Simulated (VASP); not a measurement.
Write the native input for VASP 6.6.1 that does the following.

- Task: single point
- Functional: LDA
- Potentials or basis: VASP PAW LDA potentials, release 64 (Si, O)
- Cutoff: 520 eV
- k mesh: 6 × 4 × 4
- Occupations: gaussian, width 0.02 eV
- Spin: no spin polarisation
- Dipole correction: no
- Further INCAR settings: LREAL = Auto; ALGO = Normal; EDIFF = 1e-06; NBANDS = 82

The structure of SiO2 lies in POSCAR:

```
SiO2
1.0
    4.9250331706      0.0000000000      0.0000000000
    0.0000000000      8.7368390117      0.0000000000
    0.0000000000      0.0000000000      8.5751231425
Si O
8 16
Direct
    0.9324151960      0.1718324129      0.1834776664
    0.0675848040      0.8281675871      0.1834776664
    0.4324151960      0.3281675871      0.3165223336
    0.9324151960      0.1718324129      0.8165223336
    0.0675848040      0.8281675871      0.8165223336
    0.4324151960      0.3281675871      0.6834776664
    0.5675848040      0.6718324129      0.3165223336
    0.5675848040      0.6718324129      0.6834776664
    0.0126557350      0.8104269769      0.0000000000
    0.5000000000      0.5000000000      0.2621774317
    0.5126557350      0.6895730231      0.5000000000
    0.9873442650      0.1895730231      0.0000000000
    0.1199093766      0.2905935517      0.7218979543
    0.8800906234      0.7094064483      0.7218979543
    0.0000000000      0.0000000000      0.7621774317
    0.6199093766      0.2094064483      0.2218979543
    0.3800906234      0.7905935517      0.2218979543
    0.5000000000      0.5000000000      0.7378225683
    0.3800906234      0.7905935517      0.7781020457
    0.1199093766      0.2905935517      0.2781020457
    0.6199093766      0.2094064483      0.7781020457
    0.4873442650      0.3104269769      0.5000000000
    0.0000000000      0.0000000000      0.2378225683
    0.8800906234      0.7094064483      0.2781020457
```

The input as run:

INCAR

```
SYSTEM = SiO2
PREC = Accurate
ENCUT = 520
EDIFF = 1E-6
ISMEAR = 0
SIGMA = 0.02
LREAL = Auto
LASPH = .True.
NELM = 100
ALGO = Normal
ISIF = 2
LWAVE = .False.
LCHARG = .False.
GGA = CA
NBANDS = 82
```

KPOINTS

```
Automatic mesh
0
Gamma
  6 4 4
  0 0 0
```

Potentials or basis: VASP PAW LDA potentials, release 64 (Si, O).

The run is started by

```bash
$ cat potpaw_LDA.64/Si/POTCAR potpaw_LDA.64/O/POTCAR > POTCAR
$ mpirun -np 1 vasp_std > vasp.out
```

It gave:

```yaml
Pressure: 0.5 GPa
Largest_force: 0.030 eV/Å
Band_gap_on_the_k_mesh: 5.56 eV (least direct gap 5.61 eV)
```

Wall time 35 min on 1 thread of Oxide Virtual Turin-like Processor, on a shared host, peak memory 0.71 GiB.
